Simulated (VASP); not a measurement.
# Ca (Fm-3m) in VASP: notebook

Ca is run at these levels: PBEsol; tasks: single point.

Program: VASP 6.6.1. These are calculated values, not measurements. Logs are shortened: lines on timing, memory, paths and dates and some standing lists are left out, and cuts for length are marked.

### 1 The cell of the first run

Symmetry: Fm-3m, No. 225, cubic system. Conventional cell: a = 5.662 Å, b = 5.662 Å, c = 5.662 Å, α = 90.00°, β = 90.00°, γ = 90.00°. Ca (site symmetry m-3m) has 12 Ca at 4.00 Å within 5.3 Å.

### 2 Single point, PBEsol

INCAR

```
PREC     = Accurate       # precision mode
ENCUT    = 520            # plane-wave cutoff, eV
EDIFF    = 1E-6           # SCF threshold, eV
ISMEAR   = -1             # smearing method
SIGMA    = 0.05           # smearing width, eV
LREAL    = F              # projectors in reciprocal space
LASPH    = T              # aspherical terms in the spheres
NELM     = 60             # most SCF steps
ALGO     = Normal         # electronic algorithm
ISIF     = 2              # what is computed and relaxed
LWAVE    = F              # write WAVECAR
LCHARG   = F              # write CHGCAR
GGA      = PS             # functional
NBANDS   = 11             # bands
```

KPOINTS

```
regular mesh
0
Gamma
  8 8 8
```

POSCAR

```
Ca
1.0
    0.0000000000      2.8309700062      2.8309700062
    2.8309700062      0.0000000000      2.8309700062
    2.8309700062      2.8309700062      0.0000000000
Ca
1
Direct
    0.0000000000      0.0000000000      0.0000000000
```

Potentials or basis: VASP PAW PBE potentials, release 64 (Ca_sv).

Command:

```
cat potpaw_PBE.64/Ca_sv/POTCAR > POTCAR
mpirun -np 1 vasp_std > vasp.out
```

OUTCAR:

```text
PREC = Accurate
   ENCUT = 520
   EDIFF = 1E-6
   ISMEAR = -1
   LREAL = F
   LASPH = T
   NELM = 60
   ISIF = 2
   GGA = PS

 ion  position               nearest neighbor table
   1  0.000  0.000  0.000-

  LATTYP: Found a face centered cubic cell.
 ALAT       =     5.6619400124

  Lattice vectors:

 A1 = (   0.0000000000,   2.8309700062,   2.8309700062)
 A2 = (   2.8309700062,   0.0000000000,   2.8309700062)
 A3 = (   2.8309700062,   2.8309700062,   0.0000000000)

Analysis of symmetry for initial positions (statically):
=====================================================================
 Subroutine PRICEL returns:
 Original cell was already a primitive cell.

 Routine SETGRP: Setting up the symmetry group for a
 face centered cubic supercell.

 Subroutine GETGRP returns: Found 48 space group operations
 (whereof 48 operations were pure point group operations)
 out of a pool of 48 trial point group operations.

The static configuration has the point symmetry O_h .

Analysis of symmetry for dynamics (positions and initial velocities):
=====================================================================
 Subroutine PRICEL returns:
 Original cell was already a primitive cell.

 Routine SETGRP: Setting up the symmetry group for a
 face centered cubic supercell.

 Subroutine GETGRP returns: Found 48 space group operations
 (whereof 48 operations were pure point group operations)
 out of a pool of 48 trial point group operations.

The dynamic configuration has the point symmetry O_h .

 Subroutine INISYM returns: Found 48 space group operations
 (whereof 48 operations are pure point group operations),
 and found     1 'primitive' translations

----------------------------------------------------------------------------------------

                                     Primitive cell

  volume of cell :      45.3770

  direct lattice vectors                    reciprocal lattice vectors
     0.000000000  2.830970006  2.830970006    -0.176617908  0.176617908  0.176617908
     2.830970006  0.000000000  2.830970006     0.176617908 -0.176617908  0.176617908
     2.830970006  2.830970006  0.000000000     0.176617908  0.176617908 -0.176617908

  length of vectors
     4.003596177  4.003596177  4.003596177     0.305911190  0.305911190  0.305911190

  position of ions in fractional coordinates (direct lattice)
     0.000000000  0.000000000  0.000000000

  ion indices of the primitive-cell ions
   primitive index   ion index
                 1           1

----------------------------------------------------------------------------------------

 KPOINTS: regular mesh

Automatic generation of k-mesh.
 Grid dimensions read from file:
 generate k-points for:    8    8    8

 Generating k-lattice:

  Cartesian coordinates                     Fractional coordinates (reciprocal lattice)
    -0.022077238  0.022077238  0.022077238     0.125000000  0.000000000  0.000000000
     0.022077238 -0.022077238  0.022077238     0.000000000  0.125000000  0.000000000
     0.022077238  0.022077238 -0.022077238     0.000000000  0.000000000  0.125000000

  Length of vectors
     0.038238899  0.038238899  0.038238899

  Shift w.r.t. Gamma in fractional coordinates (k-lattice)
     0.000000000  0.000000000  0.000000000

 Subroutine IBZKPT returns following result:
 ===========================================

 Found     29 irreducible k-points:

 Following reciprocal coordinates:
            Coordinates               Weight
  0.000000  0.000000  0.000000      1.000000
  0.125000  0.000000  0.000000      8.000000
  0.250000  0.000000  0.000000      8.000000
  0.375000  0.000000  0.000000      8.000000
  0.500000  0.000000  0.000000      4.000000
  0.125000  0.125000  0.000000      6.000000
[... 16 lines left out ...]
  0.500000  0.250000  0.125000     48.000000
 -0.375000  0.250000  0.125000     24.000000
 [... further k-points ...]
   k-points           NKPTS =     29   k-points in BZ     NKDIM =     29   number of bands    NBANDS=     11
   number of dos      NEDOS =    301   number of ions     NIONS =      1
   total plane-waves  NPLWV =  27000
   dimension x,y,z NGX =    30 NGY =   30 NGZ =   30
   dimension x,y,z NGXF=    60 NGYF=   60 NGZF=   60
   ions per type =               1
   NGX,Y,Z   is equivalent  to a cutoff of  12.46, 12.46, 12.46 a.u.
   NGXF,Y,Z  is equivalent  to a cutoff of  24.91, 24.91, 24.91 a.u.
 SYSTEM =  unknown system
   PREC   = accura    normal or accurate (medium, high low for compatibility)
   ISTART =      0    job   : 0-new  1-cont  2-samecut
   ICHARG =      2    charge: 1-file 2-atom 10-const
   ISPIN  =      1    spin polarized calculation?
   LNONCOLLINEAR =      F non collinear calculations
   LSORBIT =      F    spin-orbit coupling
   LASPH  =      T    aspherical Exc in radial PAW
   ENCUT  =  520.0 eV  38.22 Ry    6.18 a.u.   7.44  7.44  7.44*2*pi/ulx,y,z
   NELM   =     60;   NELMIN=  2; NELMDL= -5     # of ELM steps
   EDIFF  = 0.1E-05   stopping-criterion for ELM
   LREAL  =      F    real-space projection
   EDIFFG = 0.1E-04   stopping-criterion for IOM
   NSW    =      0    number of steps for IOM
   IBRION =     -1    ionic relax: 0-MD 1-quasi-New 2-CG
   NFREE  =      0    steps in history (QN), initial steepest desc. (CG)
   ISIF   =      2    stress and relaxation
   ISYM   =      2    0-nonsym 1-usesym 2-fastsym
   POTIM  = 0.5000    time-step for ionic-motion
   TEBEG  =    0.0;   TEEND  =   0.0 temperature during run
   PSTRESS=    0.0 pullay stress
   NELECT =      10.0000    total number of electrons
   NUPDOWN=      -1.0000    fix difference up-down
   EMIN   =  10.00;   EMAX   =-10.00  energy-range for DOS
   EFERMI =   0.00;   METHOD = LEGACY
   ISMEAR =    -1;   SIGMA  =   0.05  broadening in eV -4-tet -1-fermi 0-gaus
   EFERMI_NEDOS =   21; number of points for ismear=-14 and -15
   IALGO  =     38    algorithm
   IMIX   =      4    mixing-type and parameters
     AMIX     =   0.40;   BMIX     =  1.00
     AMIX_MAG =   1.60;   BMIX_MAG =  1.00
  volume/ion in A,a.u.               =      45.38       306.22
  Fermi-wavevector in a.u.,A,eV,Ry     =   0.988848  1.868652 13.304055  0.977820
  Thomas-Fermi vector in A             =   2.120404
   LORBIT       =      0    0 simple, 1 ext, 2 COOP (PROOUT), +10 PAW based schemes
   GGA     = PS    functional components
   LHFCALC =     F    Hartree Fock is set to
   AEXX    =    0.0000 exact exchange contribution
   IVDW    =     0    specifies the selected vdW correction
   LEPSILON=     F    determine dielectric tensor
   LRPA    =     F    only Hartree local field effects (RPA)
 non-spin polarized calculation
  energy-cutoff  :      520.00
  volume of cell :       45.38
 maximum number of plane-waves:      1243
 NGX is ok and might be reduce to    30
   NGX = 15   NGY = 15   NGZ = 15

 number of electron      10.0000001 magnetization

 Free energy of the ion-electron system (eV)
  ---------------------------------------------------
  ext. energy  EPLUGINS =         0.00000000
  ---------------------------------------------------
  free energy    TOTEN  =        -2.11320009 eV

  energy without entropy =       -2.10085936  energy(sigma->0) =       -2.10702973

 E-fermi :   1.5723     XC(G=0):  -7.5834

 val. band max:        1.5250691276   @ k =  -0.3750   0.2500   0.1250
 cond. band min:       1.6201151121   @ k =   0.5000   0.1250   0.0000
 fundamental gap:      0.0950459845
 Fermi energy:         1.5722513315

 k-point     1 :       0.0000    0.0000    0.0000
  band No.  band energies     occupation
      1     -40.3944      2.00000
      2     -21.3936      2.00000
      3     -21.3936      2.00000
      4     -21.3936      2.00000
      5      -2.2874      2.00000
      6       3.8460      0.00000
      7       3.8460      0.00000
      8       3.8460      0.00000
      9       4.8347      0.00000
     10       4.8347      0.00000
     11      10.4360      0.00000

 k-point     2 :       0.1250    0.0000    0.0000
  band No.  band energies     occupation
      1     -40.3930      2.00000
      2     -21.4095      2.00000
      3     -21.3959      2.00000
      4     -21.3959      2.00000
      5      -2.0371      2.00000
      6       3.5914      0.00000
      7       3.9298      0.00000
      8       3.9298      0.00000
      9       4.7699      0.00000
     10       4.7699      0.00000
     11      10.4236      0.00000

 k-point     3 :       0.2500    0.0000    0.0000
  band No.  band energies     occupation
      1     -40.3895      2.00000
      2     -21.4476      2.00000
      3     -21.4012      2.00000
      4     -21.4012      2.00000
      5      -1.3218      2.00000
      6       2.9833      0.00000
      7       3.9724      0.00000
      8       3.9724      0.00000
      9       4.8466      0.00000
     10       4.8466      0.00000
     11       8.5345      0.00000

 k-point     4 :       0.3750    0.0000    0.0000
  band No.  band energies     occupation
      1     -40.3860      2.00000
      2     -21.4852      2.00000
      3     -21.4065      2.00000
      4     -21.4065      2.00000
      5      -0.2652      2.00000
      6       2.1779      0.00001
      7       3.8247      0.00000
      8       3.8247      0.00000
      9       5.2367      0.00000
     10       5.2367      0.00000
     11       7.0017      0.00000

 k-point     5 :       0.5000    0.0000    0.0000
  band No.  band energies     occupation
      1     -40.3846      2.00000
      2     -21.5007      2.00000
      3     -21.4088      2.00000
      4     -21.4088      2.00000
      5       0.6421      2.00000
      6       1.4124      1.92144
      7       3.7450      0.00000
      8       3.7450      0.00000
      9       5.4663      0.00000
     10       5.4663      0.00000
     11       6.4110      0.00000
[... 211 lines left out ...]
 k-point    21 :       0.5000    0.5000    0.0000
  band No.  band energies     occupation
      1     -40.3814      2.00000
      2     -21.4948      2.00000
      3     -21.4333      2.00000
      4     -21.4333      2.00000
      5       1.2217      1.99820
      6       2.2170      0.00001
      7       2.4570      0.00000
      8       5.4606      0.00000
      9       5.6328      0.00000
     10       5.6328      0.00000
     11       7.1026      0.00000

 k-point    22 :       0.3750    0.2500    0.1250
  band No.  band energies     occupation
      1     -40.3869      2.00000
      2     -21.4570      2.00000
      3     -21.4209      2.00000
      4     -21.4080      2.00000
      5      -0.7178      2.00000
      6       2.7908      0.00000
      7       3.5114      0.00000
      8       4.3602      0.00000
      9       4.4802      0.00000
     10       5.3254      0.00000
     11       8.5241      0.00000

 k-point    23 :       0.5000    0.2500    0.1250
  band No.  band energies     occupation
      1     -40.3841      2.00000
      2     -21.4773      2.00000
      3     -21.4328      2.00000
      4     -21.4143      2.00000
      5       0.2875      2.00000
      6       2.2980      0.00000
      7       3.1277      0.00000
      8       4.2134      0.00000
      9       4.9973      0.00000
     10       5.6684      0.00000
     11       6.9739      0.00000

 k-point    24 :      -0.3750    0.2500    0.1250
  band No.  band energies     occupation
      1     -40.3830      2.00000
      2     -21.4861      2.00000
      3     -21.4365      2.00000
      4     -21.4177      2.00000
      5       1.2750      1.99478
      6       1.5251      1.43967
      7       3.0701      0.00000
      8       4.1236      0.00000
      9       5.3109      0.00000
     10       5.8271      0.00000
     11       6.1714      0.00000

 [... further k-points ...]
[... 5 lines left out ...]
  --------------------------------------------------------------------------------------
  -------------------------------------------------------------------------------------
  Total       -0.4777276     -0.4777276     -0.4777276      0.0000000      0.0000000      0.0000000
  in kB      -16.8676720    -16.8676720    -16.8676720      0.0000000      0.0000000      0.0000000
  external PRESSURE =     -16.8676720 kB  Pullay stress =       0.0000000 kB

 VOLUME and BASIS-vectors are now :
 -----------------------------------------------------------------------------
  energy-cutoff  :      520.00
  volume of cell :       45.38
      direct lattice vectors                 reciprocal lattice vectors
     0.000000000  2.830970006  2.830970006    -0.176617908  0.176617908  0.176617908
     2.830970006  0.000000000  2.830970006     0.176617908 -0.176617908  0.176617908
     2.830970006  2.830970006  0.000000000     0.176617908  0.176617908 -0.176617908

 POSITION                                       TOTAL-FORCE (eV/Angst)
 -----------------------------------------------------------------------------------
      0.00000      0.00000      0.00000         0.000000      0.000000      0.000000
 -----------------------------------------------------------------------------------
    total drift:                               -0.000000     -0.000000      0.000000

  FREE ENERGIE OF THE ION-ELECTRON SYSTEM (eV)
  ---------------------------------------------------
  free  energy   TOTEN  =        -2.1132000910 eV

  energy  without entropy=       -2.1008593637  energy(sigma->0) =       -2.10702973
```

Wall time 11 s (1 thread of Intel Xeon Platinum 8259CL at 2.50GHz (Skylake/Cascade Lake), shared host); peak memory 0.17 GiB.

Results:

```yaml
Free_energy: -2.1132 eV
Pressure: -1.7 GPa
Band_gap_on_the_k_mesh: zero (band 5 reaches 1.85 eV, above the bottom of band 6 at 1.41 eV)
```

Levels at points of the mesh, in eV from the Fermi level:
| k point | band 2 | band 3 | band 4 | band 5 | band 6 | band 7 | band 8 | band 9 |
| --- | --- | --- | --- | --- | --- | --- | --- | --- |
| (0.00, 0.00, 0.00) | -22.97 | -22.97 | -22.97 | -3.86 | 2.27 | 2.27 | 2.27 | 3.26 |
| (0.50, 0.00, 0.00) | -23.07 | -22.98 | -22.98 | -0.93 | -0.16 | 2.17 | 2.17 | 3.89 |
| (0.50, 0.50, 0.00) | -23.07 | -23.01 | -23.01 | -0.35 | 0.64 | 0.88 | 3.89 | 4.06 |

Caveat: the PAW data sets were made with another functional, which shifts forces and pressure a little.

### 3 Single point, PBEsol

This run uses another cell than the first one, of 46.25 Å³/atom, 1.019 times its volume.

INCAR

```
SYSTEM = Ca
ALGO = Normal ; EDIFF = 1E-7
ENCUT = 520 ; GGA = PS
ISIF = 2 ; ISMEAR = -1
LASPH = .TRUE. ; LCHARG = .TRUE.
LELF = .TRUE. ; LREAL = .FALSE.
LVHAR = .TRUE. ; LWAVE = .FALSE.
NBANDS = 11 ; NELM = 100
PREC = Accurate ; SIGMA = 0.05
```

KPOINTS

```
k-points
0
G
  8 8 8
  0 0 0
```

POSCAR

```
Ca
1.0
    0.0000000000      2.8490021484      2.8490021484
    2.8490021484      0.0000000000      2.8490021484
    2.8490021484      2.8490021484      0.0000000000
Ca
1
Direct
    0.0000000000      0.0000000000      0.0000000000
```

Potentials or basis: VASP PAW PBE potentials, release 64 (Ca_sv).

Command:

```
cat potpaw_PBE.64/Ca_sv/POTCAR > POTCAR
mpirun -np 1 vasp_std > vasp.out
```

Wall time 15 s (1 thread of Intel Xeon Platinum 8259CL at 2.50GHz (Skylake/Cascade Lake), shared host); peak memory 0.16 GiB.

It converged, with:

| Quantity | Value |
| --- | --- |
| Free energy | -2.1036 eV |
| Pressure | -1.9 GPa |
| Band gap on the k mesh | zero (band 5 reaches 1.79 eV, above the bottom of band 6 at 1.33 eV) |

Levels at points of the mesh, in eV from the Fermi level:
| k point | band 1 | band 2 | band 3 | band 4 | band 5 | band 6 | band 7 | band 8 | band 9 | band 10 |
| --- | --- | --- | --- | --- | --- | --- | --- | --- | --- | --- |
| (0.00, 0.00, 0.00) | -42.01 | -23.01 | -23.01 | -23.01 | -3.83 | 2.25 | 2.25 | 2.25 | 3.21 | 3.21 |
| (0.50, 0.00, 0.00) | -42.00 | -23.11 | -23.03 | -23.03 | -0.92 | -0.17 | 2.15 | 2.15 | 3.83 | 3.83 |
| (0.50, 0.50, 0.00) | -42.00 | -23.11 | -23.05 | -23.05 | -0.34 | 0.65 | 0.86 | 3.82 | 3.99 | 3.99 |

Caveat: the PAW data sets were made with another functional, which shifts forces and pressure a little.
